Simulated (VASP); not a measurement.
# Al2Cu (I4/mcm) in VASP: a series of runs

Runs on Al2Cu. Level: r2SCAN. Tasks: single point.

All numbers are computed with VASP 6.6.1; they aren't measurements. Logs are shortened: lines on timing, memory, paths and dates and some standing lists are left out, and cuts for length are marked.

## (1) The cell of the first run

Symmetry: I4/mcm, No. 140, tetragonal system. The conventional cell has a = 5.998 Å, b = 5.998 Å, c = 4.785 Å, α = 90.00°, β = 90.00°, γ = 90.00°. Al (site symmetry m2m) has 4 Cu at 2.56 Å and 11 Al at 2.69 to 3.19 Å within 3.4 Å. Cu (site symmetry 422) has 2 Cu at 2.39 Å and 8 Al at 2.56 Å within 3.2 Å.

## (2) Single point, r2SCAN

POSCAR reads:

```
Al2Cu
1.0
   -2.9988978300      2.9988978300      2.3927372900
    2.9988978300     -2.9988978300      2.3927372900
    2.9988978300      2.9988978300     -2.3927372900
Al Cu
4 2
Direct
    0.3413930800      0.1586069200      0.5000000000
    0.1586069200      0.6586069200      0.8172138400
    0.8413930800      0.3413930800      0.1827861600
    0.6586069200      0.8413930800      0.5000000000
    0.7500000000      0.7500000000      0.0000000000
    0.2500000000      0.2500000000      0.0000000000
```

INCAR.step1 reads:

```
ALGO = Normal
EDIFF = 1E-4
ENCUT = 520
GGA = PE
ISMEAR = 0
LASPH = True
LCHARG = False
LREAL = False
LWAVE = True
NBANDS = 26
NELM = 80
PREC = Accurate
SIGMA = 0.1
```

INCAR.step2 reads:

```
ALGO = Normal
EDIFF = 1E-6
ENCUT = 520
ISIF = 2
ISMEAR = 0
ISTART = 1
LASPH = True
LCHARG = False
LMIXTAU = True
LREAL = False
LWAVE = False
METAGGA = R2SCAN
NBANDS = 26
NELM = 80
PREC = Accurate
SIGMA = 0.1
```

KPOINTS reads:

```
k-points
0
Gamma
  6 6 6
```

Potentials or basis: VASP PAW PBE potentials, release 64 (Al, Cu).

Run with:

```
cat potpaw_PBE.64/Al/POTCAR potpaw_PBE.64/Cu/POTCAR > POTCAR
cp INCAR.step1 INCAR
mpirun -np 1 vasp_std > vasp.out
cp INCAR.step2 INCAR
mpirun -np 1 vasp_std > vasp.out
```

OUTCAR:

```text
EDIFF = 1E-6
   ENCUT = 520
   ISIF = 2
   ISMEAR = 0
   ISTART = 1
   LASPH = True
   LREAL = False
   METAGGA = R2SCAN
   NELM = 80
   PREC = Accurate

 ion  position               nearest neighbor table
   1  0.341  0.159  0.500-   5 2.56   6 2.56   6 2.56   5 2.56   4 2.69   4 2.85   4 2.85   2 3.06
                             3 3.06   2 3.06   3 3.06   2 3.19   3 3.19   3 3.19   2 3.19
   2  0.159  0.659  0.817-   5 2.56   6 2.56   5 2.56   6 2.56   3 2.69   3 2.85   3 2.85   1 3.06
                             4 3.06   4 3.06   1 3.06   1 3.19   4 3.19   1 3.19   4 3.19
   3  0.841  0.341  0.183-   5 2.56   6 2.56   5 2.56   6 2.56   2 2.69   2 2.85   2 2.85   1 3.06
                             4 3.06   4 3.06   1 3.06   1 3.19   4 3.19   4 3.19   1 3.19
   4  0.659  0.841  0.500-   6 2.56   5 2.56   5 2.56   6 2.56   1 2.69   1 2.85   1 2.85   2 3.06
                             3 3.06   2 3.06   3 3.06   2 3.19   3 3.19   2 3.19   3 3.19
   5  0.750  0.750  0.000-   6 2.39   6 2.39   2 2.56   3 2.56   2 2.56   3 2.56   4 2.56   1 2.56
                             4 2.56   1 2.56
   6  0.250  0.250  0.000-   5 2.39   5 2.39   2 2.56   3 2.56   2 2.56   3 2.56   1 2.56   1 2.56
                             4 2.56   4 2.56

  LATTYP: Found a body centered tetragonal cell.
 ALAT       =     5.9977956600
 C/A-ratio  =     0.7978722269

  Lattice vectors:

 A1 = (  -2.9988978300,   2.9988978300,   2.3927372900)
 A2 = (   2.9988978300,  -2.9988978300,   2.3927372900)
 A3 = (   2.9988978300,   2.9988978300,  -2.3927372900)

Analysis of symmetry for initial positions (statically):
=====================================================================
 Subroutine PRICEL returns:
 Original cell was already a primitive cell.

 Routine SETGRP: Setting up the symmetry group for a
 body centered tetragonal supercell.

 Subroutine GETGRP returns: Found 16 space group operations
 (whereof  8 operations were pure point group operations)
 out of a pool of 16 trial point group operations.

The static configuration has the point symmetry C_4h.
 The point group associated with its full space group is D_4h.

Analysis of symmetry for dynamics (positions and initial velocities):
=====================================================================
 Subroutine PRICEL returns:
 Original cell was already a primitive cell.

 Routine SETGRP: Setting up the symmetry group for a
 body centered tetragonal supercell.

 Subroutine GETGRP returns: Found 16 space group operations
 (whereof  8 operations were pure point group operations)
 out of a pool of 16 trial point group operations.

The dynamic configuration has the point symmetry C_4h.
[... 113 lines left out ...]
   NFREE  =      0    steps in history (QN), initial steepest desc. (CG)
   ISIF   =      2    stress and relaxation
   ISYM   =      2    0-nonsym 1-usesym 2-fastsym
   POTIM  = 0.5000    time-step for ionic-motion
   TEBEG  =    0.0;   TEEND  =   0.0 temperature during run
   PSTRESS=    0.0 pullay stress
   NELECT =      34.0000    total number of electrons
   NUPDOWN=      -1.0000    fix difference up-down
   EMIN   =  10.00;   EMAX   =-10.00  energy-range for DOS
   EFERMI =   0.00;   METHOD = LEGACY
   ISMEAR =     0;   SIGMA  =   0.10  broadening in eV -4-tet -1-fermi 0-gaus
   EFERMI_NEDOS =   21; number of points for ismear=-14 and -15
   IALGO  =     38    algorithm
   IMIX   =      4    mixing-type and parameters
     AMIX     =   0.40;   BMIX     =  1.00
     AMIX_MAG =   1.60;   BMIX_MAG =  1.00
  volume/ion in A,a.u.               =      14.35        96.81
  Fermi-wavevector in a.u.,A,eV,Ry     =   1.201181  2.269902 19.630964  1.442835
  Thomas-Fermi vector in A             =   2.336997
   LORBIT       =      0    0 simple, 1 ext, 2 COOP (PROOUT), +10 PAW based schemes
   METAGGA = R2SCAN    functional components
   LHFCALC =     F    Hartree Fock is set to
   AEXX    =    0.0000 exact exchange contribution
   IVDW    =     0    specifies the selected vdW correction
   LEPSILON=     F    determine dielectric tensor
   LRPA    =     F    only Hartree local field effects (RPA)
 non-spin polarized calculation
 Gauss-broadening in eV      SIGMA  =   0.10
  energy-cutoff  :      520.00
  volume of cell :       86.08
 maximum number of plane-waves:      2334
   NGX = 19   NGY = 19   NGZ = 19

 number of electron      34.0000017 magnetization

 Free energy of the ion-electron system (eV)
  ---------------------------------------------------
  ext. energy  EPLUGINS =         0.00000000
  ---------------------------------------------------
  free energy    TOTEN  =       -49.59452540 eV

  energy without entropy =      -49.57901232  energy(sigma->0) =      -49.58676886

 E-fermi :   8.3512     XC(G=0): -11.8836

 val. band max:        8.3374445221   @ k =   0.5000   0.3333   0.0000
 cond. band min:       8.3581699111   @ k =   0.5000   0.5000   0.1667
 fundamental gap:      0.0207253890
 Fermi energy:         8.3512198886

 k-point     1 :       0.0000    0.0000    0.0000
  band No.  band energies     occupation
      1      -3.3303      2.00000
      2       2.6181      2.00000
      3       2.8403      2.00000
      4       2.8404      2.00000
      5       2.8696      2.00000
      6       3.8211      2.00000
[... 685 lines left out ...]
     25      16.3087      0.00000
     26      16.3291      0.00000

 [... further k-points ...]

------------------------ aborting loop because EDIFF is reached ----------------------------------------

  FORCE on cell =-STRESS in cart. coord.  units (eV):
  Direction    XX          YY          ZZ          XY          YZ          ZX
  --------------------------------------------------------------------------------------
  -------------------------------------------------------------------------------------
  Total       -0.4576397     -0.4576397      1.2822994      0.0000000      0.0000000      0.0000000
  in kB       -8.5183592     -8.5183592     23.8683107      0.0000000      0.0000000      0.0000000
  external PRESSURE =       2.2771974 kB  Pullay stress =       0.0000000 kB

 VOLUME and BASIS-vectors are now :
 -----------------------------------------------------------------------------
  energy-cutoff  :      520.00
  volume of cell :       86.08
      direct lattice vectors                 reciprocal lattice vectors
    -2.998897830  2.998897830  2.392737290     0.000000000  0.166727921  0.208965691
     2.998897830 -2.998897830  2.392737290     0.166727921  0.000000000  0.208965691
     2.998897830  2.998897830 -2.392737290     0.166727921  0.166727921  0.000000000

 POSITION                                       TOTAL-FORCE (eV/Angst)
 -----------------------------------------------------------------------------------
      0.95129      2.04761      0.00000         0.030602     -0.030602      0.000000
      3.95019      0.95129     -0.00000         0.030602      0.030602      0.000000
     -0.95129      2.04761      2.39274        -0.030602     -0.030602     -0.000000
      2.04761      0.95129      2.39274        -0.030602      0.030602      0.000000
      0.00000      0.00000      3.58911         0.000000     -0.000000     -0.000000
      0.00000      0.00000      1.19637         0.000000      0.000000     -0.000000
 -----------------------------------------------------------------------------------
    total drift:                                0.000000     -0.000000      0.000000

  FREE ENERGIE OF THE ION-ELECTRON SYSTEM (eV)
  ---------------------------------------------------
  free  energy   TOTEN  =       -49.5945254040 eV

  energy  without entropy=      -49.5790123169  energy(sigma->0) =      -49.58676886
```

It took 1.9 min on 1 thread of Intel Xeon 6975P-C (Granite Rapids), shared host; peak memory 0.24 GiB.

Results:

```yaml
Free_energy: -49.5945 eV
Pressure: 0.2 GPa
Largest_force: 0.043 eV/Å
Band_gap_on_the_k_mesh: zero (bands 17 and 18 overlap by 4.47 eV)
```

Forces on the atoms (eV/Å):
```
Al   0.031 -0.031  0.000
Al   0.031  0.031  0.000
Al  -0.031 -0.031  0.000
Al  -0.031  0.031  0.000
Cu   0.000  0.000  0.000
Cu   0.000  0.000  0.000
```

Levels at points of the mesh, in eV from the Fermi level:
```csv
k point,band 15,band 16,band 17,band 18,band 19,band 20
"(0.00, 0.00, 0.00)",-1.49,-1.37,-1.37,-0.98,-0.08,0.05
"(0.50, 0.00, 0.00)",-2.79,-2.79,0.21,0.21,4.34,4.34
"(0.50, 0.50, 0.00)",-1.73,-1.52,-0.78,-0.70,0.81,1.36
"(0.50, 0.50, 0.50)",-3.43,-1.95,2.84,3.09,3.09,3.55
```

Caveat: the PAW data sets were made with another functional, which shifts forces and pressure a little.

## (3) Single point, r2SCAN

This run uses another cell than the first one, of 14.40 Å³/atom.

POSCAR reads:

```
Al2Cu
1.0
   -2.9960221989      2.9960221989      2.4066749586
    2.9960221989     -2.9960221989      2.4066749586
    2.9960221989      2.9960221989     -2.4066749586
Al Cu
4 2
Direct
    0.3406112367      0.1593887633      0.5000000000
    0.1593887633      0.6593887633      0.8187775267
    0.8406112367      0.3406112367      0.1812224733
    0.6593887633      0.8406112367      0.5000000000
    0.7500000000      0.7500000000      0.0000000000
    0.2500000000      0.2500000000      0.0000000000
```

INCAR.step1 reads:

```
SYSTEM = Al2Cu
PREC = Accurate
ENCUT = 520
ISMEAR = 0
SIGMA = 0.1
LREAL = .False.
LASPH = .True.
NELM = 100
NBANDS = 26
GGA = PE
ALGO = Normal
EDIFF = 1E-4
LWAVE = .True.
LCHARG = .False.
```

INCAR.step2 reads:

```
SYSTEM = Al2Cu
PREC = Accurate
ENCUT = 520
EDIFF = 1E-7
ISMEAR = 0
SIGMA = 0.1
LREAL = .False.
LASPH = .True.
NELM = 100
ALGO = Normal
ISIF = 2
LWAVE = .False.
LCHARG = .False.
METAGGA = R2SCAN
LMIXTAU = .True.
NBANDS = 26
ISTART = 1
```

KPOINTS reads:

```
regular mesh
0
Gamma
  10 10 10
  0 0 0
```

Potentials or basis: VASP PAW PBE potentials, release 64 (Al, Cu).

Run with:

```
cat potpaw_PBE.64/Al/POTCAR potpaw_PBE.64/Cu/POTCAR > POTCAR
cp INCAR.step1 INCAR
mpirun -np 1 vasp_std > vasp.out
cp INCAR.step2 INCAR
mpirun -np 1 vasp_std > vasp.out
```

OUTCAR:

```text
SYSTEM = Al2Cu
   PREC = Accurate
   ENCUT = 520
   EDIFF = 1E-7
   ISMEAR = 0
   LREAL = .False.
   LASPH = .True.
   NELM = 100
   ISIF = 2
   METAGGA = R2SCAN
   ISTART = 1

 ion  position               nearest neighbor table
   1  0.341  0.159  0.500-   6 2.55   6 2.55   5 2.55   5 2.55   4 2.70   4 2.85   4 2.85   2 3.07
                             3 3.07   2 3.07   3 3.07   2 3.19   3 3.19   3 3.19   2 3.19
   2  0.159  0.659  0.819-   5 2.55   6 2.55   5 2.55   6 2.55   3 2.70   3 2.85   3 2.85   1 3.07
                             4 3.07   4 3.07   1 3.07   1 3.19   4 3.19   1 3.19   4 3.19
   3  0.841  0.341  0.181-   5 2.55   6 2.55   5 2.55   6 2.55   2 2.70   2 2.85   2 2.85   1 3.07
                             4 3.07   4 3.07   1 3.07   1 3.19   4 3.19   4 3.19   1 3.19
   4  0.659  0.841  0.500-   5 2.55   5 2.55   6 2.55   6 2.55   1 2.70   1 2.85   1 2.85   2 3.07
                             3 3.07   2 3.07   3 3.07   2 3.19   3 3.19   2 3.19   3 3.19
   5  0.750  0.750  0.000-   6 2.41   6 2.41   2 2.55   3 2.55   2 2.55   3 2.55   4 2.55   4 2.55
                             1 2.55   1 2.55
   6  0.250  0.250  0.000-   5 2.41   5 2.41   2 2.55   3 2.55   2 2.55   3 2.55   1 2.55   1 2.55
                             4 2.55   4 2.55

  LATTYP: Found a body centered tetragonal cell.
 ALAT       =     5.9920443978
 C/A-ratio  =     0.8032900956
[... 199 lines left out ...]
  band No.  band energies     occupation
      1      -3.3466      2.00000
      2       2.5914      2.00000
      3       2.8082      2.00000
      4       2.8083      2.00000
      5       2.8644      2.00000
      6       3.7926      2.00000
[... 685 lines left out ...]
     25      15.9008      0.00000
     26      15.9476      0.00000

 [... further k-points ...]

------------------------ aborting loop because EDIFF is reached ----------------------------------------

  FORCE on cell =-STRESS in cart. coord.  units (eV):
  Direction    XX          YY          ZZ          XY          YZ          ZX
  --------------------------------------------------------------------------------------
  -------------------------------------------------------------------------------------
  Total       -0.1065329     -0.1065329     -0.0530192      0.0000000     -0.0000000      0.0000000
  in kB       -1.9752718     -1.9752718     -0.9830524      0.0000000     -0.0000000      0.0000000
  external PRESSURE =      -1.6445320 kB  Pullay stress =       0.0000000 kB

 VOLUME and BASIS-vectors are now :
 -----------------------------------------------------------------------------
  energy-cutoff  :      520.00
  volume of cell :       86.41
      direct lattice vectors                 reciprocal lattice vectors
    -2.996022199  2.996022199  2.406674959     0.000000000  0.166887949  0.207755517
     2.996022199 -2.996022199  2.406674959     0.166887949  0.000000000  0.207755517
     2.996022199  2.996022199 -2.406674959     0.166887949  0.166887949  0.000000000

 POSITION                                       TOTAL-FORCE (eV/Angst)
 -----------------------------------------------------------------------------------
      0.95506      2.04096      0.00000         0.000848     -0.000848     -0.000000
      3.95109      0.95506     -0.00000         0.000848      0.000848      0.000000
     -0.95506      2.04096      2.40667        -0.000848     -0.000848     -0.000000
      2.04096      0.95506      2.40667        -0.000848      0.000848      0.000000
      0.00000      0.00000      3.61001        -0.000000     -0.000000      0.000000
      0.00000      0.00000      1.20334        -0.000000     -0.000000      0.000000
 -----------------------------------------------------------------------------------
    total drift:                                0.000000     -0.000000      0.000000

  FREE ENERGIE OF THE ION-ELECTRON SYSTEM (eV)
  ---------------------------------------------------
  free  energy   TOTEN  =       -49.5530435813 eV

  energy  without entropy=      -49.5437585657  energy(sigma->0) =      -49.54840107
```

OSZICAR.step1:

```text
N       E                     dE             d eps       ncg     rms          rms(c)
DAV:   1     0.188666636344E+03    0.18867E+03   -0.13755E+04  5304   0.148E+03
DAV:   2    -0.160025119755E+02   -0.20467E+03   -0.19269E+03  5320   0.291E+02
DAV:   3    -0.278530524533E+02   -0.11851E+02   -0.11149E+02  6834   0.900E+01
DAV:   4    -0.281968666391E+02   -0.34381E+00   -0.34199E+00  8004   0.134E+01
DAV:   5    -0.282018993904E+02   -0.50328E-02   -0.50319E-02  7740   0.162E+00    0.217E+01
DAV:   6    -0.337165207415E+02   -0.55146E+01   -0.10920E+02  6418   0.281E+02    0.183E+01
DAV:   7    -0.238711270628E+02    0.98454E+01   -0.29625E+01  6520   0.111E+02    0.454E+00
DAV:   8    -0.233657849317E+02    0.50534E+00   -0.30632E+00  8274   0.370E+01    0.118E+00
DAV:   9    -0.233493526977E+02    0.16432E-01   -0.20347E-01  6844   0.374E+00    0.307E-01
DAV:  10    -0.233537389779E+02   -0.43863E-02   -0.18415E-02  8814   0.298E+00    0.587E-01
DAV:  11    -0.233511170486E+02    0.26219E-02   -0.22578E-03  8428   0.109E+00    0.350E-01
DAV:  12    -0.233488840489E+02    0.22330E-02   -0.68474E-03  7876   0.223E+00    0.269E-02
DAV:  13    -0.233489350689E+02   -0.51020E-04   -0.56946E-04  5580   0.161E-01
   1 F= -.23348935E+02 E0= -.23344175E+02  d E =-.952066E-02
```

Wall time 6.9 min (1 thread of Intel Xeon 6975P-C (Granite Rapids), shared host); peak memory 0.34 GiB.

Results:

```yaml
Free_energy: -49.5530 eV
Pressure: -0.2 GPa
Band_gap_on_the_k_mesh: zero (bands 17 and 18 overlap by 4.75 eV)
```

Stress tensor (GPa, compression positive):
```
-0.20  0.00  0.00
 0.00 -0.20  0.00
 0.00  0.00 -0.10
```

Caveat: the PAW data sets were made with another functional, which shifts forces and pressure a little.

## (4) Single point, r2SCAN

This run uses another cell than the first one, of 14.41 Å³/atom.

POSCAR reads:

```
Al2Cu
1.0
   -2.9980448138      2.9980448138      2.4051225556
    2.9980448138     -2.9980448138      2.4051225556
    2.9980448138      2.9980448138     -2.4051225556
Al Cu
4 2
Direct
    0.3406356479      0.1593643521      0.5000000000
    0.1593643521      0.6593643521      0.8187287043
    0.8406356479      0.3406356479      0.1812712957
    0.6593643521      0.8406356479      0.5000000000
    0.7500000000      0.7500000000      0.0000000000
    0.2500000000      0.2500000000      0.0000000000
```

INCAR.step1 reads:

```
PREC = Accurate ; ENCUT = 520
ISMEAR = -1 ; SIGMA = 0.15
LREAL = False ; LASPH = True
NELM = 60 ; NBANDS = 26
GGA = PE ; ALGO = Normal
EDIFF = 1E-4 ; LWAVE = True
LCHARG = False
```

INCAR.step2 reads:

```
PREC = Accurate ; ENCUT = 520
EDIFF = 1E-6 ; ISMEAR = -1
SIGMA = 0.15 ; LREAL = False
LASPH = True ; NELM = 60
ALGO = Normal ; ISIF = 2
LWAVE = False ; LCHARG = False
METAGGA = R2SCAN ; LMIXTAU = True
NBANDS = 26 ; ISTART = 1
```

KPOINTS reads:

```
Automatic mesh
0
Gamma
  10 10 10
```

Run with:

```
cat potpaw_PBE.64/Al/POTCAR potpaw_PBE.64/Cu/POTCAR > POTCAR
cp INCAR.step1 INCAR
mpirun -np 1 vasp_std > vasp.out
cp INCAR.step2 INCAR
mpirun -np 1 vasp_std > vasp.out
```

Run time: 5.2 min. Hardware: 1 thread of Intel Xeon 6975P-C (Granite Rapids), shared host; peak memory 0.34 GiB.

The run converged. Its results:

```yaml
Free_energy: -49.6134 eV
Pressure: -0.2 GPa
Band_gap_on_the_k_mesh: zero (bands 17 and 18 overlap by 4.76 eV)
```

Stress tensor (GPa, compression positive):
```
-0.19  0.00  0.00
 0.00 -0.19  0.00
 0.00  0.00 -0.10
```

Levels at points of the mesh, in eV from the Fermi level:
```
           k point  band 15  band 16  band 17  band 18  band 19  band 20
(0.00, 0.00, 0.00)    -1.55    -1.42    -1.42    -1.00    -0.06     0.00
(0.50, 0.00, 0.00)    -2.81    -2.81     0.20     0.20     4.32     4.32
(0.50, 0.50, 0.00)    -1.72    -1.50    -0.81    -0.76     0.82     1.36
(0.50, 0.50, 0.50)    -3.47    -1.99     2.80     3.06     3.06     3.50
```

Caveat: the PAW data sets were made with another functional, which shifts forces and pressure a little.

## (5) The runs side by side

```csv
cell,k mesh,smearing,gap on the mesh (eV),pressure (GPa)
"a = 4.869 Å, angles 104.0, 104.0, 121.1°, 6 atoms",6 × 6 × 6,gaussian 0.1 eV,none,0.2
"a = 4.873 Å, angles 104.1, 104.1, 120.8°, 6 atoms",10 × 10 × 10,gaussian 0.1 eV,none,-0.2
"a = 4.875 Å, angles 104.1, 104.1, 120.9°, 6 atoms",10 × 10 × 10,fermi-dirac 0.15 eV,none,-0.2
```

Alike in all rows: task single point; level r2SCAN; potentials or basis VASP PAW PBE potentials, release 64 (Al, Cu); no spin polarisation; cutoff (eV) 520.

Caveats: the PAW data sets were made with another functional, which shifts forces and pressure a little.

Total energies depend on the potentials used, so only differences within one code and one set of settings carry meaning.
